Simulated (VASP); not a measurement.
Runs of VASP 6.6.1 on PbS. The structure is that of space group Fm-3m (No. 225), or close to it. The cells are those of the table. 

```tsv
task	cell	gap on the mesh (eV)	pressure (GPa)
single point	a = 4.235 Å, angles 58.7°, 2 atoms	0.18	2.2
single point	a = 4.207 Å, angles 60.0°, 2 atoms	0.40	1.6
electric field gradients	a = 4.136 Å, angles 60.0°, 2 atoms	0.20	5.0
single point	a = 4.262 Å, angles 60.0°, 2 atoms	0.53	-0.5
electric field gradients	a = 4.151, b = 4.151, c = 4.109 Å, angles 60.3, 60.3, 59.3°, 2 atoms	0.19	5.0
electric field gradients	a = 4.158 Å, angles 60.0°, 2 atoms	0.26	(b)
single point	a = 4.172, b = 4.172, c = 4.151 Å, angles 60.2, 60.2, 59.7°, 2 atoms	0.28	3.5
single point	a = 4.131 Å, angles 62.0°, 2 atoms	(a)	2.2
single point	a = 4.165 Å, angles 60.0°, 2 atoms	0.28	3.5
electric field gradients	a = 4.257 Å, angles 58.0°, 2 atoms	0.08	2.2
electric field gradients	a = 4.108 Å, angles 60.0°, 2 atoms	0.11	6.6
single point	a = 4.214, b = 4.214, c = 4.235 Å, angles 59.8, 59.8, 60.3°, 2 atoms	0.43	1.0
```

Alike in all rows: level PBE; potentials or basis VASP PAW PBE potentials, release 64 (Pb_d, S); no spin polarisation; k mesh 8 × 8 × 8; cutoff (eV) 520; smearing fermi-dirac 0.01 eV.

Task: Estimate the missing entries.

Result: (a) 0.07; (b) 3.9.

Caveats: spin-orbit coupling is left out, which moves the levels of the heavy elements.

A k mesh can miss the band edges, and the runs leave out spin-orbit coupling on Pb.
